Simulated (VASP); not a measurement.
# Te (Fm-3m) in VASP: notebook, part 2 of 2

VASP 6.6.1. Earlier steps stand in the parts before.

## Step 4: Single point, PBE (29.46 Å³/atom)

This run uses another cell than the first one, of 29.46 Å³/atom.

Contents of INCAR:

```
SYSTEM = Te
PREC = Accurate
ENCUT = 520
EDIFF = 1E-7
ISMEAR = -1
SIGMA = 0.1
LREAL = .False.
LASPH = .True.
NELM = 100
ALGO = Normal
ISIF = 2
LWAVE = .False.
LCHARG = .True.
GGA = PE
LELF = .True.
LVHAR = .True.
NBANDS = 9
```

Contents of KPOINTS:

```
regular mesh
0
Gamma
  18 18 18
  0 0 0
```

Contents of POSCAR:

```
Te
1.0
    0.0000000000      2.4512019572      2.4512019572
    2.4512019572      0.0000000000      2.4512019572
    2.4512019572      2.4512019572      0.0000000000
Te
1
Direct
    0.0000000000      0.0000000000      0.0000000000
```

Potentials or basis: VASP PAW PBE potentials, release 64 (Te).

On the command line:

```bash
cat potpaw_PBE.64/Te/POTCAR > POTCAR
mpirun -np 1 vasp_std > vasp.out
```

OUTCAR:

```text
SYSTEM = Te
   PREC = Accurate
   ENCUT = 520
   EDIFF = 1E-7
   ISMEAR = -1
   LREAL = .False.
   LASPH = .True.
   NELM = 100
   ISIF = 2
   GGA = PE

 ion  position               nearest neighbor table
   1  0.000  0.000  0.000-

  LATTYP: Found a face centered cubic cell.
 ALAT       =     4.9024039144

  Lattice vectors:

 A1 = (   0.0000000000,   2.4512019572,   2.4512019572)
 A2 = (   2.4512019572,   0.0000000000,   2.4512019572)
 A3 = (   2.4512019572,   2.4512019572,   0.0000000000)

Analysis of symmetry for initial positions (statically):
=====================================================================
 Subroutine PRICEL returns:
 Original cell was already a primitive cell.

 Routine SETGRP: Setting up the symmetry group for a
 face centered cubic supercell.

 Subroutine GETGRP returns: Found 48 space group operations
 (whereof 48 operations were pure point group operations)
 out of a pool of 48 trial point group operations.

The static configuration has the point symmetry O_h .

Analysis of symmetry for dynamics (positions and initial velocities):
=====================================================================
 Subroutine PRICEL returns:
 Original cell was already a primitive cell.

 Routine SETGRP: Setting up the symmetry group for a
 face centered cubic supercell.

 Subroutine GETGRP returns: Found 48 space group operations
 (whereof 48 operations were pure point group operations)
 out of a pool of 48 trial point group operations.

The dynamic configuration has the point symmetry O_h .

 Subroutine INISYM returns: Found 48 space group operations
 (whereof 48 operations are pure point group operations),
 and found     1 'primitive' translations

----------------------------------------------------------------------------------------

                                     Primitive cell

[... 109 lines left out ...]
  volume/ion in A,a.u.               =      29.46       198.78
  Fermi-wavevector in a.u.,A,eV,Ry     =   0.963244  1.820267 12.624007  0.927838
  Thomas-Fermi vector in A             =   2.092772
   LORBIT       =      0    0 simple, 1 ext, 2 COOP (PROOUT), +10 PAW based schemes
   GGA     = PE    functional components
   LHFCALC =     F    Hartree Fock is set to
   AEXX    =    0.0000 exact exchange contribution
   IVDW    =     0    specifies the selected vdW correction
   LEPSILON=     F    determine dielectric tensor
   LRPA    =     F    only Hartree local field effects (RPA)
 non-spin polarized calculation
  energy-cutoff  :      520.00
  volume of cell :       29.46
 maximum number of plane-waves:       821
 NGX is ok and might be reduce to    28
   NGX = 13   NGY = 13   NGZ = 13

 number of electron       6.0000000 magnetization

 Free energy of the ion-electron system (eV)
  ---------------------------------------------------
  ext. energy  EPLUGINS =         0.00000000
  ---------------------------------------------------
  free energy    TOTEN  =        -2.73627212 eV

  energy without entropy =       -2.70279916  energy(sigma->0) =       -2.71953564

 E-fermi :   7.3141     XC(G=0):  -9.9358

 val. band max:        7.3099172803   @ k =  -0.3889   0.2778   0.1111
 cond. band min:       7.3160374963   @ k =   0.3889   0.2778   0.0000
 fundamental gap:      0.0061202160
 Fermi energy:         7.3141029492

 k-point     1 :       0.0000    0.0000    0.0000
  band No.  band energies     occupation
      1      -6.2341      2.00000
      2      10.1553      0.00000
      3      10.1553      0.00000
      4      10.1553      0.00000
      5      16.6515      0.00000
      6      16.7717      0.00000
      7      16.7717      0.00000
      8      16.7717      0.00000
      9      17.9358      0.00000
[... 265 lines left out ...]
 k-point    24 :      -0.2222    0.0556    0.0000
  band No.  band energies     occupation
      1      -5.2722      2.00000
      2       5.5949      2.00000
      3       8.8998      0.00000
      4       9.7155      0.00000
      5      14.9911      0.00000
      6      17.0257      0.00000
      7      17.0475      0.00000
      8      18.9278      0.00000
      9      19.1266      0.00000

 [... further k-points ...]

------------------------ aborting loop because EDIFF is reached ----------------------------------------

  FORCE on cell =-STRESS in cart. coord.  units (eV):
  Direction    XX          YY          ZZ          XY          YZ          ZX
  --------------------------------------------------------------------------------------
  -------------------------------------------------------------------------------------
  Total       -0.3614277     -0.3614277     -0.3614277      0.0000000     -0.0000000     -0.0000000
  in kB      -19.6591497    -19.6591497    -19.6591497      0.0000000     -0.0000000     -0.0000000
  external PRESSURE =     -19.6591497 kB  Pullay stress =       0.0000000 kB

 VOLUME and BASIS-vectors are now :
 -----------------------------------------------------------------------------
  energy-cutoff  :      520.00
  volume of cell :       29.46
      direct lattice vectors                 reciprocal lattice vectors
     0.000000000  2.451201957  2.451201957    -0.203981560  0.203981560  0.203981560
     2.451201957  0.000000000  2.451201957     0.203981560 -0.203981560  0.203981560
     2.451201957  2.451201957  0.000000000     0.203981560  0.203981560 -0.203981560

 POSITION                                       TOTAL-FORCE (eV/Angst)
 -----------------------------------------------------------------------------------
      0.00000      0.00000      0.00000         0.000000      0.000000     -0.000000
 -----------------------------------------------------------------------------------
    total drift:                                0.000000      0.000000      0.000000

  FREE ENERGIE OF THE ION-ELECTRON SYSTEM (eV)
  ---------------------------------------------------
  free  energy   TOTEN  =        -2.7362721164 eV

  energy  without entropy=       -2.7027991602  energy(sigma->0) =       -2.71953564
```

OSZICAR:

```text
N       E                     dE             d eps       ncg     rms          rms(c)
DAV:   1     0.980361684430E+01    0.98036E+01   -0.22978E+03  3526   0.507E+02
DAV:   2    -0.245015058549E+01   -0.12254E+02   -0.11918E+02  4786   0.677E+01
DAV:   3    -0.273898701048E+01   -0.28884E+00   -0.28634E+00  4423   0.101E+01
DAV:   4    -0.274038971913E+01   -0.14027E-02   -0.14024E-02  4905   0.841E-01
DAV:   5    -0.274039579248E+01   -0.60734E-05   -0.60743E-05  4479   0.444E-02    0.592E+00
DAV:   6    -0.273721010504E+01    0.31857E-02   -0.37131E-03  3946   0.301E-01    0.366E+00
DAV:   7    -0.273630904143E+01    0.90106E-03   -0.81002E-03  3811   0.445E-01    0.232E-01
DAV:   8    -0.273627437123E+01    0.34670E-04   -0.28458E-04  3897   0.967E-02    0.540E-02
DAV:   9    -0.273627379718E+01    0.57405E-06   -0.46500E-06  5067   0.167E-02    0.571E-03
DAV:  10    -0.273627218869E+01    0.16085E-05   -0.84502E-07  4012   0.413E-03    0.464E-03
DAV:  11    -0.273627207949E+01    0.10919E-06   -0.61849E-08  3819   0.129E-03    0.773E-04
DAV:  12    -0.273627211638E+01   -0.36890E-07   -0.17227E-09  2103   0.289E-04
   1 F= -.27362721E+01 E0= -.27195356E+01  d E =-.334730E-01
```

Run time: 20 s. Hardware: 1 thread of Intel Xeon 6975P-C (Granite Rapids), shared host; peak memory 0.19 GiB.

What came out:

```yaml
Free_energy: -2.7363 eV
Pressure: -2.0 GPa
Band_gap_on_the_k_mesh: zero (bands 3 and 4 overlap by 4.76 eV)
```

Levels at points of the mesh, in eV from the Fermi level:
```csv
k point,band 1,band 2,band 3,band 4,band 5,band 6,band 7,band 8
"(0.00, 0.00, 0.00)",-13.55,2.84,2.84,2.84,9.34,9.46,9.46,9.46
"(0.50, 0.00, 0.00)",-10.89,-5.73,1.62,1.62,6.83,8.72,8.72,10.02
"(0.50, 0.50, 0.00)",-9.83,-5.03,-0.74,-0.74,3.87,4.53,17.86,18.53
```

Caveat: spin-orbit coupling is left out, which moves the levels of the heavy elements.

## Step 5: Single point, PBE (30.59 Å³/atom)

This run uses another cell than the first one, of 30.59 Å³/atom.

Contents of INCAR:

```
  PREC = Accurate
  ENCUT = 520
  EDIFF = 1E-6
  ISMEAR = -1
  SIGMA = 0.1
  LREAL = F
  LASPH = T
  NELM = 80
  ALGO = Normal
  ISIF = 2
  LWAVE = F
  LCHARG = F
  GGA = PE
  NBANDS = 9
```

Contents of KPOINTS:

```
Automatic mesh
0
Gamma
  18 18 18
```

Contents of POSCAR:

```
Te
1.0
    0.0000000000      2.4822331243      2.4822331243
    2.4822331243      0.0000000000      2.4822331243
    2.4822331243      2.4822331243      0.0000000000
Te
1
Direct
    0.0000000000      0.0000000000      0.0000000000
```

Potentials or basis: VASP PAW PBE potentials, release 64 (Te).

On the command line:

```bash
cat potpaw_PBE.64/Te/POTCAR > POTCAR
mpirun -np 1 vasp_std > vasp.out
```

OUTCAR:

```text
PREC = Accurate
   ENCUT = 520
   EDIFF = 1E-6
   ISMEAR = -1
   LREAL = F
   LASPH = T
   NELM = 80
   ISIF = 2
   GGA = PE

 ion  position               nearest neighbor table
   1  0.000  0.000  0.000-

  LATTYP: Found a face centered cubic cell.
 ALAT       =     4.9644662486

  Lattice vectors:

 A1 = (   0.0000000000,   2.4822331243,   2.4822331243)
 A2 = (   2.4822331243,   0.0000000000,   2.4822331243)
 A3 = (   2.4822331243,   2.4822331243,   0.0000000000)

[... 465 lines left out ...]
      9      18.5286      0.00000

 [... further k-points ...]

------------------------ aborting loop because EDIFF is reached ----------------------------------------

  FORCE on cell =-STRESS in cart. coord.  units (eV):
  Direction    XX          YY          ZZ          XY          YZ          ZX
  --------------------------------------------------------------------------------------
  -------------------------------------------------------------------------------------
  Total       -0.6615245     -0.6615245     -0.6615245      0.0000000      0.0000000     -0.0000000
  in kB      -34.6496498    -34.6496498    -34.6496498      0.0000000      0.0000000     -0.0000000
  external PRESSURE =     -34.6496498 kB  Pullay stress =       0.0000000 kB

 VOLUME and BASIS-vectors are now :
 -----------------------------------------------------------------------------
  energy-cutoff  :      520.00
  volume of cell :       30.59
      direct lattice vectors                 reciprocal lattice vectors
     0.000000000  2.482233124  2.482233124    -0.201431524  0.201431524  0.201431524
     2.482233124  0.000000000  2.482233124     0.201431524 -0.201431524  0.201431524
     2.482233124  2.482233124  0.000000000     0.201431524  0.201431524 -0.201431524

 POSITION                                       TOTAL-FORCE (eV/Angst)
 -----------------------------------------------------------------------------------
      0.00000      0.00000      0.00000        -0.000000      0.000000      0.000000
 -----------------------------------------------------------------------------------
    total drift:                                0.000000      0.000000      0.000000

  FREE ENERGIE OF THE ION-ELECTRON SYSTEM (eV)
  ---------------------------------------------------
  free  energy   TOTEN  =        -2.7169412472 eV

  energy  without entropy=       -2.6819229224  energy(sigma->0) =       -2.69943208
```

OSZICAR:

```text
N       E                     dE             d eps       ncg     rms          rms(c)
DAV:   1     0.974278343310E+01    0.97428E+01   -0.23314E+03  3526   0.510E+02
DAV:   2    -0.243031959134E+01   -0.12173E+02   -0.11852E+02  4757   0.664E+01
DAV:   3    -0.272030433708E+01   -0.28998E+00   -0.28743E+00  4391   0.101E+01
DAV:   4    -0.272165752433E+01   -0.13532E-02   -0.13531E-02  4893   0.843E-01
DAV:   5    -0.272166327689E+01   -0.57526E-05   -0.57531E-05  4501   0.453E-02    0.550E+00
DAV:   6    -0.271799354915E+01    0.36697E-02   -0.43075E-03  3964   0.320E-01    0.341E+00
DAV:   7    -0.271698368442E+01    0.10099E-02   -0.93452E-03  3824   0.473E-01    0.244E-01
DAV:   8    -0.271694129740E+01    0.42387E-04   -0.34978E-04  3855   0.105E-01    0.616E-02
DAV:   9    -0.271694124715E+01    0.50245E-07   -0.57361E-06  4838   0.188E-02
   1 F= -.27169412E+01 E0= -.26994321E+01  d E =-.350183E-01
```

stdout:

```text
POSCAR found type information on POSCAR Te
 POSCAR found :  1 types and       1 ions
 scaLAPACK will be used
 LDA part: xc-table for (Slater+PW92), standard interpolation
 POSCAR, INCAR and KPOINTS ok, starting setup
 FFT: planning ... GRIDC
 FFT: planning ... GRID_SOFT
 FFT: planning ... GRID
 WAVECAR not read
 entering main loop
```

Wall time 15 s (1 thread of Intel Xeon 6975P-C (Granite Rapids), shared host); peak memory 0.19 GiB.

Results:

| Quantity | Value |
| --- | --- |
| Free energy | -2.7169 eV |
| Pressure | -3.5 GPa |
| Band gap on the k mesh | zero (bands 3 and 4 overlap by 4.45 eV) |

Caveat: the cell stands under tension; spin-orbit coupling is left out, which moves the levels of the heavy elements.

## Step 6: The runs side by side

| cell | gap on the mesh (eV) | pressure (GPa) |
| --- | --- | --- |
| a = 3.421 Å, angles 60.0°, 1 atom | none | -0.1 |
| a = 3.467 Å, angles 60.0°, 1 atom | none | -2.0 |
| a = 3.510 Å, angles 60.0°, 1 atom | none | -3.5 |

Alike in all rows: task single point; level PBE; potentials or basis VASP PAW PBE potentials, release 64 (Te); no spin polarisation; k mesh 18 × 18 × 18; cutoff (eV) 520; smearing fermi-dirac 0.1 eV.

Caveats: spin-orbit coupling is left out, which moves the levels of the heavy elements; the cell stands under tension (at least some runs).

Total energies depend on the potentials used, so only differences within one code and one set of settings carry meaning.
